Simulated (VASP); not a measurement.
# HfH4 in VASP: single point with PBE

Aim: the single point of HfH4 with PBE.

All numbers are computed with VASP 6.6.1; they aren't measurements. Logs are shortened: lines on timing, memory, paths and dates and some standing lists are left out, and cuts for length are marked.

## 1. The cell of the first run

The cell holds a sheet with vacuum, 5 atoms: a = 6.586 Å, b = 6.586 Å, c = 28.059 Å, α = 90.00°, β = 90.00°, γ = 90.00°.

## 2. Single point, PBE

File INCAR:

```
  PREC = Accurate
  ENCUT = 520
  EDIFF = 1E-6
  ISMEAR = -1
  SIGMA = 0.05
  LREAL = F
  LASPH = T
  NELM = 100
  ALGO = Normal
  ISIF = 2
  LWAVE = F
  LCHARG = F
  GGA = PE
  NBANDS = 15
```

File KPOINTS:

```
Automatic mesh
0
Gamma
  4 4 1
```

File POSCAR:

```
HfH4
1.0
    6.5863200000      0.0000000000      0.0000000000
    0.0000000000      6.5863200000      0.0000000000
    0.0000000000      0.0000000000     28.0592400000
Hf H
1 4
Direct
    0.5000000000      0.5000000000      0.2851100000
    0.2724200000      0.5000000000      0.3228700000
    0.7275800000      0.5000000000      0.3228700000
    0.5000000000      0.7275800000      0.2473500000
    0.5000000000      0.2724200000      0.2473500000
```

Potentials or basis: VASP PAW PBE potentials, release 64 (Hf_pv, H).

Run with:

```console
cat potpaw_PBE.64/Hf_pv/POTCAR potpaw_PBE.64/H/POTCAR > POTCAR
mpirun -np 1 vasp_std > vasp.out
```

OUTCAR:

```text
PREC = Accurate
   ENCUT = 520
   EDIFF = 1E-6
   ISMEAR = -1
   LREAL = F
   LASPH = T
   NELM = 100
   ISIF = 2
   GGA = PE

 ion  position               nearest neighbor table
   1  0.500  0.500  0.285-   2 1.84   3 1.84   4 1.84   5 1.84
   2  0.272  0.500  0.323-   1 1.84
   3  0.728  0.500  0.323-   1 1.84
   4  0.500  0.728  0.247-   1 1.84
   5  0.500  0.272  0.247-   1 1.84

  LATTYP: Found a simple tetragonal cell.
 ALAT       =     6.5863200000
 C/A-ratio  =     4.2602302955

  Lattice vectors:

 A1 = (   6.5863200000,   0.0000000000,   0.0000000000)
 A2 = (   0.0000000000,   6.5863200000,   0.0000000000)
 A3 = (   0.0000000000,   0.0000000000,  28.0592400000)

Analysis of symmetry for initial positions (statically):
=====================================================================
 Subroutine PRICEL returns:
 Original cell was already a primitive cell.

 Routine SETGRP: Setting up the symmetry group for a
 simple tetragonal supercell.

 Subroutine GETGRP returns: Found  8 space group operations
 (whereof  4 operations were pure point group operations)
 out of a pool of 16 trial point group operations.

The static configuration has the point symmetry C_2v.
 The point group associated with its full space group is D_2d.

Analysis of symmetry for dynamics (positions and initial velocities):
=====================================================================
 Subroutine PRICEL returns:
 Original cell was already a primitive cell.

 Routine SETGRP: Setting up the symmetry group for a
 simple tetragonal supercell.

 Subroutine GETGRP returns: Found  8 space group operations
 (whereof  4 operations were pure point group operations)
 out of a pool of 16 trial point group operations.

The dynamic configuration has the point symmetry C_2v.
 The point group associated with its full space group is D_2d.

 Subroutine INISYM returns: Found  8 space group operations
 (whereof  4 operations are pure point group operations),
 and found     1 'primitive' translations

----------------------------------------------------------------------------------------

                                     Primitive cell

  volume of cell :    1217.1989

  direct lattice vectors                    reciprocal lattice vectors
     6.586320000  0.000000000  0.000000000     0.151829853  0.000000000  0.000000000
     0.000000000  6.586320000  0.000000000     0.000000000  0.151829853  0.000000000
     0.000000000  0.000000000 28.059240000     0.000000000  0.000000000  0.035638884

  length of vectors
     6.586320000  6.586320000 28.059240000     0.151829853  0.151829853  0.035638884

  position of ions in fractional coordinates (direct lattice)
     0.500000000  0.500000000  0.285110000
     0.272420000  0.500000000  0.322870000
     0.727580000  0.500000000  0.322870000
     0.500000000  0.727580000  0.247350000
     0.500000000  0.272420000  0.247350000

  ion indices of the primitive-cell ions
   primitive index   ion index
                 1           1
                 2           2
                 3           3
                 4           4
                 5           5

----------------------------------------------------------------------------------------

 KPOINTS: Automatic mesh

Automatic generation of k-mesh.
 Grid dimensions read from file:
 generate k-points for:    4    4    1

 Generating k-lattice:

  Cartesian coordinates                     Fractional coordinates (reciprocal lattice)
     0.037957463  0.000000000  0.000000000     0.250000000  0.000000000  0.000000000
     0.000000000  0.037957463  0.000000000     0.000000000  0.250000000  0.000000000
     0.000000000  0.000000000  0.035638884     0.000000000  0.000000000  1.000000000

  Length of vectors
     0.037957463  0.037957463  0.035638884

  Shift w.r.t. Gamma in fractional coordinates (k-lattice)
     0.000000000  0.000000000  0.000000000

 Subroutine IBZKPT returns following result:
 ===========================================

 Found      6 irreducible k-points:

 Following reciprocal coordinates:
            Coordinates               Weight
  0.000000  0.000000  0.000000      1.000000
  0.250000  0.000000  0.000000      4.000000
  0.500000  0.000000  0.000000      2.000000
  0.250000  0.250000  0.000000      4.000000
  0.500000  0.250000  0.000000      4.000000
  0.500000  0.500000  0.000000      1.000000
   k-points           NKPTS =      6   k-points in BZ     NKDIM =      6   number of bands    NBANDS=     15
   number of dos      NEDOS =    301   number of ions     NIONS =      5
   total plane-waves  NPLWV = 525000
   dimension x,y,z NGX =    50 NGY =   50 NGZ =  210
   dimension x,y,z NGXF=   100 NGYF=  100 NGZF=  420
   ions per type =               1   4
   NGX,Y,Z   is equivalent  to a cutoff of  12.62, 12.62, 12.44 a.u.
   NGXF,Y,Z  is equivalent  to a cutoff of  25.24, 25.24, 24.88 a.u.
 SYSTEM =  unknown system
   PREC   = accura    normal or accurate (medium, high low for compatibility)
   ISTART =      0    job   : 0-new  1-cont  2-samecut
   ICHARG =      2    charge: 1-file 2-atom 10-const
   ISPIN  =      1    spin polarized calculation?
   LNONCOLLINEAR =      F non collinear calculations
   LSORBIT =      F    spin-orbit coupling
   LASPH  =      T    aspherical Exc in radial PAW
   ENCUT  =  520.0 eV  38.22 Ry    6.18 a.u.  12.25 12.25 52.17*2*pi/ulx,y,z
   NELM   =    100;   NELMIN=  2; NELMDL= -5     # of ELM steps
   EDIFF  = 0.1E-05   stopping-criterion for ELM
   LREAL  =      F    real-space projection
   EDIFFG = 0.1E-04   stopping-criterion for IOM
   NSW    =      0    number of steps for IOM
   IBRION =     -1    ionic relax: 0-MD 1-quasi-New 2-CG
   NFREE  =      0    steps in history (QN), initial steepest desc. (CG)
   ISIF   =      2    stress and relaxation
   ISYM   =      2    0-nonsym 1-usesym 2-fastsym
   POTIM  = 0.5000    time-step for ionic-motion
   TEBEG  =    0.0;   TEEND  =   0.0 temperature during run
   PSTRESS=    0.0 pullay stress
   NELECT =      14.0000    total number of electrons
   NUPDOWN=      -1.0000    fix difference up-down
   EMIN   =  10.00;   EMAX   =-10.00  energy-range for DOS
   EFERMI =   0.00;   METHOD = LEGACY
   ISMEAR =    -1;   SIGMA  =   0.05  broadening in eV -4-tet -1-fermi 0-gaus
   EFERMI_NEDOS =   21; number of points for ismear=-14 and -15
   IALGO  =     38    algorithm
   IMIX   =      4    mixing-type and parameters
     AMIX     =   0.40;   BMIX     =  1.00
     AMIX_MAG =   1.60;   BMIX_MAG =  1.00
  volume/ion in A,a.u.               =     243.44      1642.81
  Fermi-wavevector in a.u.,A,eV,Ry     =   0.369542  0.698333  1.858028  0.136561
  Thomas-Fermi vector in A             =   1.296241
   LORBIT       =      0    0 simple, 1 ext, 2 COOP (PROOUT), +10 PAW based schemes
   GGA     = PE    functional components
   LHFCALC =     F    Hartree Fock is set to
   AEXX    =    0.0000 exact exchange contribution
   IVDW    =     0    specifies the selected vdW correction
   LEPSILON=     F    determine dielectric tensor
   LRPA    =     F    only Hartree local field effects (RPA)
 non-spin polarized calculation
  energy-cutoff  :      520.00
  volume of cell :     1217.20
 maximum number of plane-waves:     32841
 NGX is ok and might be reduce to    50
   NGX = 25   NGY = 25   NGZ =105

 number of electron      13.9999996 magnetization

 Free energy of the ion-electron system (eV)
  ---------------------------------------------------
  ext. energy  EPLUGINS =         0.00000000
  ---------------------------------------------------
  free energy    TOTEN  =       -20.61638627 eV

  energy without entropy =      -20.61638627  energy(sigma->0) =      -20.61638627

 E-fermi :  -5.5175     XC(G=0):  -0.8619

 val. band max:       -6.7902021333   @ k =   0.5000   0.5000   0.0000
 cond. band min:      -2.9068028680   @ k =   0.5000   0.5000   0.0000
 fundamental gap:      3.8833992654
 Fermi energy:        -5.5175294510

 k-point     1 :       0.0000    0.0000    0.0000
  band No.  band energies     occupation
      1     -35.8300      2.00000
      2     -35.8300      2.00000
      3     -35.8298      2.00000
      4      -8.4076      2.00000
      5      -6.9527      2.00000
      6      -6.7959      2.00000
      7      -6.7959      2.00000
      8      -2.8795      0.00000
      9      -2.7807      0.00000
     10      -2.1087      0.00000
     11      -1.6377      0.00000
     12      -1.6377      0.00000
     13      -0.1536      0.00000
     14       0.3277      0.00000
     15       0.3548      0.00000

 k-point     2 :       0.2500    0.0000    0.0000
  band No.  band energies     occupation
      1     -35.8300      2.00000
      2     -35.8300      2.00000
      3     -35.8298      2.00000
      4      -8.3727      2.00000
      5      -6.9517      2.00000
      6      -6.8314      2.00000
      7      -6.7945      2.00000
      8      -2.8602      0.00000
      9      -2.8055      0.00000
     10      -2.0838      0.00000
     11      -1.9512      0.00000
     12      -1.6039      0.00000
     13       0.1941      0.00000
     14       0.5215      0.00000
     15       0.5643      0.00000

 k-point     3 :       0.5000    0.0000    0.0000
  band No.  band energies     occupation
      1     -35.8300      2.00000
      2     -35.8300      2.00000
      3     -35.8298      2.00000
      4      -8.3358      2.00000
      5      -6.9515      2.00000
      6      -6.8681      2.00000
      7      -6.7930      2.00000
      8      -2.8320      0.00000
      9      -2.8292      0.00000
     10      -2.2869      0.00000
     11      -1.9455      0.00000
     12      -1.5710      0.00000
     13       0.7062      0.00000
     14       0.7747      0.00000
     15       0.9960      0.00000

 k-point     4 :       0.2500    0.2500    0.0000
  band No.  band energies     occupation
      1     -35.8300      2.00000
      2     -35.8300      2.00000
      3     -35.8298      2.00000
      4      -8.3368      2.00000
      5      -6.9499      2.00000
      6      -6.8683      2.00000
      7      -6.7928      2.00000
      8      -2.8481      0.00000
      9      -2.8324      0.00000
     10      -2.0337      0.00000
     11      -1.9735      0.00000
     12      -1.8451      0.00000
     13       0.4860      0.00000
     14       0.6850      0.00000
     15       0.8000      0.00000

 k-point     5 :       0.5000    0.2500    0.0000
  band No.  band energies     occupation
      1     -35.8300      2.00000
      2     -35.8300      2.00000
      3     -35.8298      2.00000
      4      -8.2989      2.00000
      5      -6.9488      2.00000
      6      -6.9061      2.00000
      7      -6.7914      2.00000
      8      -2.8709      0.00000
      9      -2.8143      0.00000
     10      -2.2217      0.00000
     11      -1.9502      0.00000
     12      -1.8193      0.00000
     13       0.8899      0.00000
     14       0.9953      0.00000
     15       1.1194      0.00000

 k-point     6 :       0.5000    0.5000    0.0000
  band No.  band energies     occupation
      1     -35.8300      2.00000
      2     -35.8300      2.00000
      3     -35.8298      2.00000
      4      -8.2597      2.00000
      5      -6.9462      2.00000
      6      -6.9462      2.00000
      7      -6.7902      2.00000
      8      -2.9068      0.00000
      9      -2.7899      0.00000
     10      -2.1604      0.00000
     11      -2.1604      0.00000
     12      -1.7976      0.00000
     13       0.8646      0.00000
     14       1.3477      0.00000
     15       1.3477      0.00000

------------------------ aborting loop because EDIFF is reached ----------------------------------------

  FORCE on cell =-STRESS in cart. coord.  units (eV):
  Direction    XX          YY          ZZ          XY          YZ          ZX
  --------------------------------------------------------------------------------------
  -------------------------------------------------------------------------------------
  Total       -0.0573115     -0.0573115     -0.0938739      0.0000000      0.0000000      0.0000000
  in kB       -0.0754382     -0.0754382     -0.1235645      0.0000000      0.0000000      0.0000000
  external PRESSURE =      -0.0914803 kB  Pullay stress =       0.0000000 kB

 VOLUME and BASIS-vectors are now :
 -----------------------------------------------------------------------------
  energy-cutoff  :      520.00
  volume of cell :     1217.20
      direct lattice vectors                 reciprocal lattice vectors
     6.586320000  0.000000000  0.000000000     0.151829853  0.000000000  0.000000000
     0.000000000  6.586320000  0.000000000     0.000000000  0.151829853  0.000000000
     0.000000000  0.000000000 28.059240000     0.000000000  0.000000000  0.035638884

 POSITION                                       TOTAL-FORCE (eV/Angst)
 -----------------------------------------------------------------------------------
      3.29316      3.29316      7.99997         0.000000      0.000000     -0.000000
      1.79425      3.29316      9.05949         0.010620      0.000000     -0.010737
      4.79207      3.29316      9.05949        -0.010620      0.000000     -0.010737
      3.29316      4.79207      6.94045         0.000000     -0.010620      0.010737
      3.29316      1.79425      6.94045         0.000000      0.010620      0.010737
 -----------------------------------------------------------------------------------
    total drift:                               -0.000000     -0.000000      0.000009

  FREE ENERGIE OF THE ION-ELECTRON SYSTEM (eV)
  ---------------------------------------------------
  free  energy   TOTEN  =       -20.6163862722 eV

  energy  without entropy=      -20.6163862722  energy(sigma->0) =      -20.61638627
```

Wall time 6.6 min (1 thread of Intel Xeon 8259CL, shared host); peak memory 0.98 GiB.

What came out:

| Property | Result |
| --- | --- |
| Free energy | -20.6164 eV |
| Largest force | 0.015 eV/Å |
| Band gap on the k mesh | 3.88 eV |

Forces in eV/Å, atoms in the order of the input:
```
Hf   0.000  0.000  0.000
H    0.011  0.000 -0.011
H   -0.011  0.000 -0.011
H    0.000 -0.011  0.011
H    0.000  0.011  0.011
```

Caveat: spin-orbit coupling is left out, which moves the levels of the heavy elements.
